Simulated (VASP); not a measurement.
# ZrN (Fm-3m) in VASP: density of states with PBE

Aim: the density of states of ZrN with PBE.

Program: VASP 6.6.1. These are calculated values, not measurements. Logs are shortened: lines on timing, memory, paths and dates and some standing lists are left out, and cuts for length are marked.

### 1 The cell of the first run

Symmetry: Fm-3m, No. 225, cubic system. Conventional cell: a = 4.595 Å, b = 4.595 Å, c = 4.595 Å, α = 90.00°, β = 90.00°, γ = 90.00°. Zr (site symmetry m-3m) has 6 N at 2.30 Å within 3.0 Å. Within 3.0 Å of N (site symmetry m-3m) lie 6 Zr at 2.30 Å.

### 2 Density of states, PBE

The input, POSCAR:

```
ZrN
1.0
    0.0000000000      2.2973276707      2.2973276707
    2.2973276707      0.0000000000      2.2973276707
    2.2973276707      2.2973276707      0.0000000000
Zr N
1 1
Direct
    0.0000000000      0.0000000000      0.0000000000
    0.5000000000      0.5000000000      0.5000000000
```

The input, INCAR.step1:

```
PREC = Accurate ; ENCUT = 520
EDIFF = 1E-6 ; ISMEAR = 0
SIGMA = 0.1 ; LREAL = False
LASPH = True ; NELM = 120
ALGO = Normal ; ISIF = 2
LWAVE = False ; LCHARG = True
LMAXMIX = 4 ; GGA = PE
NBANDS = 16 ; GGA_COMPAT = False
NEDOS = 2001 ; LORBIT = 11
```

The input, KPOINTS.step1:

```
Automatic mesh
0
Gamma
  20 20 20
```

The input, INCAR.step2:

```
PREC = Accurate ; ENCUT = 520
EDIFF = 1E-6 ; ISMEAR = -5
SIGMA = 0.1 ; LREAL = False
LASPH = True ; NELM = 120
ALGO = Normal ; ISIF = 2
LWAVE = False ; LCHARG = False
LMAXMIX = 4 ; GGA = PE
LORBIT = 11 ; NBANDS = 16
NEDOS = 1001 ; ICHARG = 11
GGA_COMPAT = False
```

The input, KPOINTS.step2:

```
Automatic mesh
0
Gamma
  30 30 30
```

Potentials or basis: VASP PAW PBE potentials, release 64 (Zr_sv, N).

The run is started by

```sh
$ cat potpaw_PBE.64/Zr_sv/POTCAR potpaw_PBE.64/N/POTCAR > POTCAR
$ cp INCAR.step1 INCAR
$ cp KPOINTS.step1 KPOINTS
$ mpirun -np 1 vasp_std > vasp.out
$ cp INCAR.step2 INCAR
$ cp KPOINTS.step2 KPOINTS
$ mpirun -np 1 vasp_std > vasp.out
```

OUTCAR:

```text
PREC = Accurate
   ENCUT = 520
   EDIFF = 1E-6
   ISMEAR = -5
   LREAL = False
   LASPH = True
   NELM = 120
   ISIF = 2
   GGA = PE
   LORBIT = 11
   ICHARG = 11

 ion  position               nearest neighbor table
   1  0.000  0.000  0.000-   2 2.30   2 2.30   2 2.30   2 2.30   2 2.30   2 2.30
   2  0.500  0.500  0.500-   1 2.30   1 2.30   1 2.30   1 2.30   1 2.30   1 2.30

  LATTYP: Found a face centered cubic cell.
 ALAT       =     4.5946553414

  Lattice vectors:

 A1 = (   0.0000000000,   2.2973276707,   2.2973276707)
 A2 = (   2.2973276707,   0.0000000000,   2.2973276707)
 A3 = (   2.2973276707,   2.2973276707,   0.0000000000)

Analysis of symmetry for initial positions (statically):
=====================================================================
 Subroutine PRICEL returns:
 Original cell was already a primitive cell.

 Routine SETGRP: Setting up the symmetry group for a
 face centered cubic supercell.

 Subroutine GETGRP returns: Found 48 space group operations
 (whereof 48 operations were pure point group operations)
 out of a pool of 48 trial point group operations.

The static configuration has the point symmetry O_h .

Analysis of symmetry for dynamics (positions and initial velocities):
=====================================================================
 Subroutine PRICEL returns:
 Original cell was already a primitive cell.

 Routine SETGRP: Setting up the symmetry group for a
 face centered cubic supercell.

 Subroutine GETGRP returns: Found 48 space group operations
 (whereof 48 operations were pure point group operations)
 out of a pool of 48 trial point group operations.

The dynamic configuration has the point symmetry O_h .

 Subroutine INISYM returns: Found 48 space group operations
 (whereof 48 operations are pure point group operations),
 and found     1 'primitive' translations

----------------------------------------------------------------------------------------

                                     Primitive cell

  volume of cell :      24.2493

  direct lattice vectors                    reciprocal lattice vectors
     0.000000000  2.297327671  2.297327671    -0.217644181  0.217644181  0.217644181
     2.297327671  0.000000000  2.297327671     0.217644181 -0.217644181  0.217644181
     2.297327671  2.297327671  0.000000000     0.217644181  0.217644181 -0.217644181

  length of vectors
     3.248911949  3.248911949  3.248911949     0.376970780  0.376970780  0.376970780

  position of ions in fractional coordinates (direct lattice)
     0.000000000  0.000000000  0.000000000
     0.500000000  0.500000000  0.500000000

  ion indices of the primitive-cell ions
   primitive index   ion index
                 1           1
                 2           2

----------------------------------------------------------------------------------------

 KPOINTS: Automatic mesh

Automatic generation of k-mesh.
 Grid dimensions read from file:
 generate k-points for:   30   30   30

 Generating k-lattice:

  Cartesian coordinates                     Fractional coordinates (reciprocal lattice)
    -0.007254806  0.007254806  0.007254806     0.033333333  0.000000000  0.000000000
     0.007254806 -0.007254806  0.007254806     0.000000000  0.033333333  0.000000000
     0.007254806  0.007254806 -0.007254806     0.000000000  0.000000000  0.033333333

  Length of vectors
     0.012565693  0.012565693  0.012565693

  Shift w.r.t. Gamma in fractional coordinates (k-lattice)
     0.000000000  0.000000000  0.000000000

 TETIRR: Found   3593 inequivalent tetrahedra from   162000

 Subroutine IBZKPT returns following result:
 ===========================================

 Found    752 irreducible k-points:

 Following reciprocal coordinates:
            Coordinates               Weight
  0.000000  0.000000  0.000000      1.000000
  0.033333  0.000000  0.000000      8.000000
  0.066667  0.000000  0.000000      8.000000
  0.100000  0.000000  0.000000      8.000000
  0.133333  0.000000  0.000000      8.000000
  0.166667  0.000000  0.000000      8.000000
[... 16 lines left out ...]
  0.233333  0.033333  0.000000     24.000000
  0.266667  0.033333  0.000000     24.000000
 [... further k-points ...]
   k-points           NKPTS =    752   k-points in BZ     NKDIM =    752   number of bands    NBANDS=     16
   number of dos      NEDOS =   1001   number of ions     NIONS =      2
   total plane-waves  NPLWV =  13824
   dimension x,y,z NGX =    24 NGY =   24 NGZ =   24
   dimension x,y,z NGXF=    48 NGYF=   48 NGZF=   48
   ions per type =               1   1
   NGX,Y,Z   is equivalent  to a cutoff of  12.28, 12.28, 12.28 a.u.
   NGXF,Y,Z  is equivalent  to a cutoff of  24.56, 24.56, 24.56 a.u.
 SYSTEM =  unknown system
   PREC   = accura    normal or accurate (medium, high low for compatibility)
   ISTART =      0    job   : 0-new  1-cont  2-samecut
   ICHARG =     11    charge: 1-file 2-atom 10-const
   ISPIN  =      1    spin polarized calculation?
   LNONCOLLINEAR =      F non collinear calculations
   LSORBIT =      F    spin-orbit coupling
   LASPH  =      T    aspherical Exc in radial PAW
   ENCUT  =  520.0 eV  38.22 Ry    6.18 a.u.   6.04  6.04  6.04*2*pi/ulx,y,z
   NELM   =    120;   NELMIN=  2; NELMDL=  0     # of ELM steps
   EDIFF  = 0.1E-05   stopping-criterion for ELM
   LREAL  =      F    real-space projection
   EDIFFG = 0.1E-04   stopping-criterion for IOM
   NSW    =      0    number of steps for IOM
   IBRION =     -1    ionic relax: 0-MD 1-quasi-New 2-CG
   NFREE  =      0    steps in history (QN), initial steepest desc. (CG)
   ISIF   =      2    stress and relaxation
   ISYM   =      2    0-nonsym 1-usesym 2-fastsym
   POTIM  = 0.5000    time-step for ionic-motion
   TEBEG  =    0.0;   TEEND  =   0.0 temperature during run
   PSTRESS=    0.0 pullay stress
   NELECT =      17.0000    total number of electrons
   NUPDOWN=      -1.0000    fix difference up-down
   EMIN   =  10.00;   EMAX   =-10.00  energy-range for DOS
   EFERMI =   0.00;   METHOD = LEGACY
   ISMEAR =    -5;   SIGMA  =   0.10  broadening in eV -4-tet -1-fermi 0-gaus
   EFERMI_NEDOS =   21; number of points for ismear=-14 and -15
   IALGO  =     38    algorithm
   IMIX   =      4    mixing-type and parameters
     AMIX     =   0.40;   BMIX     =  1.00
     AMIX_MAG =   1.60;   BMIX_MAG =  1.00
  volume/ion in A,a.u.               =      12.12        81.82
  Fermi-wavevector in a.u.,A,eV,Ry     =   1.454314  2.748255 28.776721  2.115029
  Thomas-Fermi vector in A             =   2.571479
   LORBIT       =     11    0 simple, 1 ext, 2 COOP (PROOUT), +10 PAW based schemes
   GGA     = PE    functional components
   LHFCALC =     F    Hartree Fock is set to
   AEXX    =    0.0000 exact exchange contribution
   IVDW    =     0    specifies the selected vdW correction
   LEPSILON=     F    determine dielectric tensor
   LRPA    =     F    only Hartree local field effects (RPA)
 non-spin polarized calculation
 Fermi weights with tetrahedron method with Bloechl corrections
  energy-cutoff  :      520.00
  volume of cell :       24.25
 maximum number of plane-waves:       666

 number of electron      16.9999998 magnetization

 Free energy of the ion-electron system (eV)
  ---------------------------------------------------
  ext. energy  EPLUGINS =         0.00000000
  ---------------------------------------------------
  free energy    TOTEN  =       -20.37010936 eV

  energy without entropy =      -20.37010936  energy(sigma->0) =      -20.37010936

 E-fermi :  11.9049     XC(G=0): -12.4705

 val. band max:       11.9219596946   @ k =  -0.1333   0.0667   0.0000
 cond. band min:      11.8853076686   @ k =   0.1000   0.0333   0.0000
 fundamental gap:     -0.0366520260
 Fermi energy:        11.9049089062

 k-point     1 :       0.0000    0.0000    0.0000
  band No.  band energies     occupation
      1     -37.7205      2.00000
      2     -15.3480      2.00000
      3     -15.3480      2.00000
      4     -15.3480      2.00000
      5      -4.3592      2.00000
      6       9.2374      2.00000
[... 8 lines left out ...]
     15      21.0595      0.00000
     16      34.2607      0.00000

 k-point     2 :       0.0333    0.0000    0.0000
  band No.  band energies     occupation
      1     -37.7190      2.00000
      2     -15.3619      2.00000
      3     -15.3490      2.00000
      4     -15.3490      2.00000
      5      -4.3366      2.00000
      6       9.1323      2.00000
[... 8 lines left out ...]
     15      21.1360      0.00000
     16      33.9246      0.00000

 k-point     3 :       0.0667    0.0000    0.0000
  band No.  band energies     occupation
      1     -37.7147      2.00000
      2     -15.4027      2.00000
      3     -15.3520      2.00000
      4     -15.3520      2.00000
      5      -4.2698      2.00000
      6       8.8493      2.00000
[... 8 lines left out ...]
     15      21.3605      0.00000
     16      33.1638      0.00000

 k-point     4 :       0.1000    0.0000    0.0000
  band No.  band energies     occupation
      1     -37.7076      2.00000
      2     -15.4680      2.00000
      3     -15.3569      2.00000
      4     -15.3569      2.00000
      5      -4.1620      2.00000
      6       8.4507      2.00000
[... 8 lines left out ...]
     15      21.7170      0.00000
     16      32.2752      0.00000
[... 324 lines left out ...]
 k-point    22 :       0.2000    0.0333    0.0000
  band No.  band energies     occupation
      1     -37.6769      2.00000
      2     -15.7324      2.00000
      3     -15.3901      2.00000
      4     -15.3728      2.00000
      5      -3.7022      2.00000
      6       7.0866      2.00000
[... 8 lines left out ...]
     15      23.1225      0.00000
     16      29.8783      0.00000

 k-point    23 :       0.2333    0.0333    0.0000
  band No.  band energies     occupation
      1     -37.6632      2.00000
      2     -15.8479      2.00000
      3     -15.4001      2.00000
      4     -15.3817      2.00000
      5      -3.4958      2.00000
      6       6.6237      2.00000
[... 8 lines left out ...]
     15      23.6227      0.00000
     16      29.2523      0.00000

 k-point    24 :       0.2667    0.0333    0.0000
  band No.  band energies     occupation
      1     -37.6490      2.00000
      2     -15.9650      2.00000
      3     -15.4099      2.00000
      4     -15.3914      2.00000
      5      -3.2792      2.00000
      6       6.1741      2.00000
[... 8 lines left out ...]
     15      23.9993      0.00000
     16      28.4196      0.00000

 [... further k-points ...]

------------------------ aborting loop because EDIFF is reached ----------------------------------------

  FORCE on cell =-STRESS in cart. coord.  units (eV):
  Direction    XX          YY          ZZ          XY          YZ          ZX
  --------------------------------------------------------------------------------------
  -------------------------------------------------------------------------------------
  Total        0.0330244      0.0330244      0.0330244     -0.0000000      0.0000000      0.0000000
  in kB        2.1819567      2.1819567      2.1819567     -0.0000000      0.0000000      0.0000000
  external PRESSURE =       2.1819567 kB  Pullay stress =       0.0000000 kB

 VOLUME and BASIS-vectors are now :
 -----------------------------------------------------------------------------
  energy-cutoff  :      520.00
  volume of cell :       24.25
      direct lattice vectors                 reciprocal lattice vectors
     0.000000000  2.297327671  2.297327671    -0.217644181  0.217644181  0.217644181
     2.297327671  0.000000000  2.297327671     0.217644181 -0.217644181  0.217644181
     2.297327671  2.297327671  0.000000000     0.217644181  0.217644181 -0.217644181

 POSITION                                       TOTAL-FORCE (eV/Angst)
 -----------------------------------------------------------------------------------
      0.00000      0.00000      0.00000         0.000000      0.000000      0.000000
      2.29733      2.29733      2.29733         0.000000     -0.000000     -0.000000
 -----------------------------------------------------------------------------------
    total drift:                                0.000000      0.000000     -0.000000

  FREE ENERGIE OF THE ION-ELECTRON SYSTEM (eV)
  ---------------------------------------------------
  free  energy   TOTEN  =       -20.3701093568 eV

  energy  without entropy=      -20.3701093568  energy(sigma->0) =      -20.37010936

 total charge

# of ion       s       p       d       tot
------------------------------------------
    1        2.159   6.029   1.663   9.851
    2        1.242   2.471   0.000   3.713
--------------------------------------------------
tot          3.401   8.500   1.663  13.564
```

Wall time 3.8 min (1 thread of AMD EPYC 9R45 (Zen 5), shared host); peak memory 0.33 GiB.

Results:

```yaml
Valence_electrons_inside_the_program's_atomic_spheres: Zr 9.85; N 3.71
```

Caveat: tetrahedron occupations give inexact forces and stress in metals.
